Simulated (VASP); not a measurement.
# B (Pm-3m) in VASP: notebook, part 2 of 2

VASP 6.6.1. The steps go on from the part before.

## Step 4: Relaxation of cell and atoms, PBE

File INCAR:

```
SYSTEM = B
PREC = Accurate ; ENCUT = 600
EDIFF = 1E-6 ; ISMEAR = 0
SIGMA = 0.1 ; LREAL = .False.
LASPH = .True. ; NELM = 100
ALGO = Normal ; ISIF = 3
LWAVE = .False. ; LCHARG = .False.
GGA = PE ; IBRION = 2
NSW = 100 ; EDIFFG = -0.01
```

File KPOINTS:

```
Automatic mesh
0
Gamma
  12 12 12
  0 0 0
```

File POSCAR:

```
B
1.0
    3.3767171000      0.0000000000      0.0000000000
    0.0000000000      3.3767171000      0.0000000000
    0.0000000000      0.0000000000      3.3767171000
B
5
Direct
    0.5000000000      0.5000000000      0.5000000000
    0.0000000000      0.0000000000      0.0000000000
    0.5000000000      0.0000000000      0.0000000000
    0.0000000000      0.5000000000      0.0000000000
    0.0000000000      0.0000000000      0.5000000000
```

Potentials or basis: VASP PAW PBE potentials, release 64 (B).

Launch:

```bash
$ cat potpaw_PBE.64/B/POTCAR > POTCAR
$ mpirun -np 1 vasp_std > vasp.out
```

OUTCAR:

```text
SYSTEM = B
   PREC = Accurate
   ENCUT = 600
   EDIFF = 1E-6
   ISMEAR = 0
   LREAL = .False.
   LASPH = .True.
   NELM = 100
   ISIF = 3
   GGA = PE
   IBRION = 2
   NSW = 100
   EDIFFG = -0.01

 ion  position               nearest neighbor table
   1  0.500  0.500  0.500-
   2  0.000  0.000  0.000-   3 1.69   4 1.69   5 1.69   5 1.69   4 1.69   3 1.69
   3  0.500  0.000  0.000-   2 1.69   2 1.69
   4  0.000  0.500  0.000-   2 1.69   2 1.69
   5  0.000  0.000  0.500-   2 1.69   2 1.69

  LATTYP: Found a simple cubic cell.
 ALAT       =     3.3767171000

  Lattice vectors:

 A1 = (   3.3767171000,   0.0000000000,   0.0000000000)
 A2 = (   0.0000000000,   3.3767171000,   0.0000000000)
 A3 = (   0.0000000000,   0.0000000000,   3.3767171000)

Analysis of symmetry for initial positions (statically):
=====================================================================
 Subroutine PRICEL returns:
 Original cell was already a primitive cell.

 Routine SETGRP: Setting up the symmetry group for a
 simple cubic supercell.

 Subroutine GETGRP returns: Found 48 space group operations
[... 9 lines left out ...]

 Routine SETGRP: Setting up the symmetry group for a
 simple cubic supercell.

 Subroutine GETGRP returns: Found 48 space group operations
[... 11 lines left out ...]
                                     Primitive cell

  volume of cell :      38.5021

  direct lattice vectors                    reciprocal lattice vectors
     3.376717100  0.000000000  0.000000000     0.296145626  0.000000000  0.000000000
     0.000000000  3.376717100  0.000000000     0.000000000  0.296145626  0.000000000
     0.000000000  0.000000000  3.376717100     0.000000000  0.000000000  0.296145626

  length of vectors
     3.376717100  3.376717100  3.376717100     0.296145626  0.296145626  0.296145626

  position of ions in fractional coordinates (direct lattice)
     0.500000000  0.500000000  0.500000000
     0.000000000  0.000000000  0.000000000
[... 113 lines left out ...]
   LRPA    =     F    only Hartree local field effects (RPA)
 conjugate gradient relaxation of ions
 non-spin polarized calculation
 Gauss-broadening in eV      SIGMA  =   0.10
  energy-cutoff  :      600.00
  volume of cell :       38.50
 maximum number of plane-waves:      1328
 NGX is ok and might be reduce to    28
   NGX = 13   NGY = 13   NGZ = 13

 number of electron      15.0000001 magnetization

 Free energy of the ion-electron system (eV)
  ---------------------------------------------------
  ext. energy  EPLUGINS =         0.00000000
  ---------------------------------------------------
  free energy    TOTEN  =       -24.13913975 eV

  energy without entropy =      -24.13108572  energy(sigma->0) =      -24.13511273

 E-fermi :   6.8074     XC(G=0): -11.7516

 val. band max:        6.8041528426   @ k =   0.1667   0.1667   0.0833
 cond. band min:       6.8230883212   @ k =   0.2500   0.0833   0.0000
 fundamental gap:      0.0189354786
 Fermi energy:         6.8074467290

 k-point     1 :       0.0000    0.0000    0.0000
  band No.  band energies     occupation
      1      -9.1933      2.00000
      2      -0.7515      2.00000
      3      -0.7515      2.00000
      4      -0.7515      2.00000
      5       2.8712      2.00000
      6       4.5199      2.00000
      7       4.5199      2.00000
      8       7.9623      0.00000
      9       7.9623      0.00000
     10       7.9623      0.00000
     11      10.6574      0.00000
[... 309 lines left out ...]
 k-point    24 :       0.4167    0.3333    0.0000
  band No.  band energies     occupation
      1      -6.6918      2.00000
      2      -4.1306      2.00000
      3      -2.8204      2.00000
      4       0.0358      2.00000
      5       1.1517      2.00000
      6       5.9758      2.00000
      7       6.3808      2.00000
      8       7.0868      0.00008
      9       7.9540      0.00000
     10       8.0105      0.00000
     11      10.3501      0.00000

 [... further k-points ...]

------------------------ aborting loop because EDIFF is reached ----------------------------------------

  FORCE on cell =-STRESS in cart. coord.  units (eV):
  Direction    XX          YY          ZZ          XY          YZ          ZX
  --------------------------------------------------------------------------------------
  -------------------------------------------------------------------------------------
  Total       -0.0077364     -0.0077364     -0.0077364      0.0000000      0.0000000      0.0000000
  in kB       -0.3219338     -0.3219338     -0.3219338      0.0000000      0.0000000      0.0000000
  external PRESSURE =      -0.3219338 kB  Pullay stress =       0.0000000 kB

 VOLUME and BASIS-vectors are now :
 -----------------------------------------------------------------------------
  energy-cutoff  :      600.00
  volume of cell :       38.50
      direct lattice vectors                 reciprocal lattice vectors
     3.376717100  0.000000000  0.000000000     0.296145626  0.000000000  0.000000000
     0.000000000  3.376717100  0.000000000     0.000000000  0.296145626  0.000000000
     0.000000000  0.000000000  3.376717100     0.000000000  0.000000000  0.296145626

 POSITION                                       TOTAL-FORCE (eV/Angst)
 -----------------------------------------------------------------------------------
      1.68836      1.68836      1.68836         0.000000      0.000000      0.000000
      0.00000      0.00000      0.00000         0.000000      0.000000      0.000000
      1.68836      0.00000      0.00000         0.000000      0.000000      0.000000
      0.00000      1.68836      0.00000         0.000000      0.000000      0.000000
      0.00000      0.00000      1.68836         0.000000      0.000000      0.000000
 -----------------------------------------------------------------------------------
    total drift:                                0.000000      0.000000     -0.000000

  FREE ENERGIE OF THE ION-ELECTRON SYSTEM (eV)
  ---------------------------------------------------
  free  energy   TOTEN  =       -24.1391397487 eV

  energy  without entropy=      -24.1310857177  energy(sigma->0) =      -24.13511273

 reached required accuracy - stopping structural energy minimisation
```

CONTCAR:

```text
B
   1.00000000000000
     3.3767171000000000    0.0000000000000000    0.0000000000000000
     0.0000000000000000    3.3767171000000000    0.0000000000000000
     0.0000000000000000    0.0000000000000000    3.3767171000000000
  B
     5
Direct
     0.5000000000000000    0.5000000000000000    0.5000000000000000
     0.0000000000000000    0.0000000000000000    0.0000000000000000
     0.5000000000000000    0.0000000000000000    0.0000000000000000
     0.0000000000000000    0.5000000000000000    0.0000000000000000
     0.0000000000000000    0.0000000000000000    0.5000000000000000

  0.00000000E+00  0.00000000E+00  0.00000000E+00
  0.00000000E+00  0.00000000E+00  0.00000000E+00
  0.00000000E+00  0.00000000E+00  0.00000000E+00
  0.00000000E+00  0.00000000E+00  0.00000000E+00
  0.00000000E+00  0.00000000E+00  0.00000000E+00
```

It took 55 s on 1 thread of AMD EPYC 7R43 (Zen 3), shared host; peak memory 0.13 GiB.

Results:

```
Free energy             : -24.1391 eV
Pressure after relaxing : 0.0 GPa
```

Final structure:
```
CELL_PARAMETERS angstrom
3.37672 0.00000 0.00000
0.00000 3.37672 0.00000
0.00000 0.00000 3.37672
ATOMIC_POSITIONS crystal
B 0.50000 0.50000 0.50000
B 0.00000 0.00000 0.00000
B 0.50000 0.00000 0.00000
B 0.00000 0.50000 0.00000
B 0.00000 0.00000 0.50000
```

Caveat: the relaxation stopped at its first step, so nothing moved.

## Step 5: Overview

```csv
task,cell,k mesh,cutoff (eV),gap on the mesh (eV),pressure (GPa)
single point,"a = 3.377 Å, 5 atoms",6 × 6 × 6,520,none,-1.7
single point,"a = 3.377 Å, 5 atoms",12 × 12 × 12,520,none,0.0
relaxation of cell and atoms,"relaxed from a = 3.377 Å, 5 atoms",12 × 12 × 12,600,none,0.0
```

Alike in all rows: level PBE; potentials or basis VASP PAW PBE potentials, release 64 (B); no spin polarisation; smearing gaussian 0.1 eV.

Caveats: the relaxation stopped at its first step, so nothing moved (some runs).

Total energies depend on the potentials used, so only differences within one code and one set of settings carry meaning.
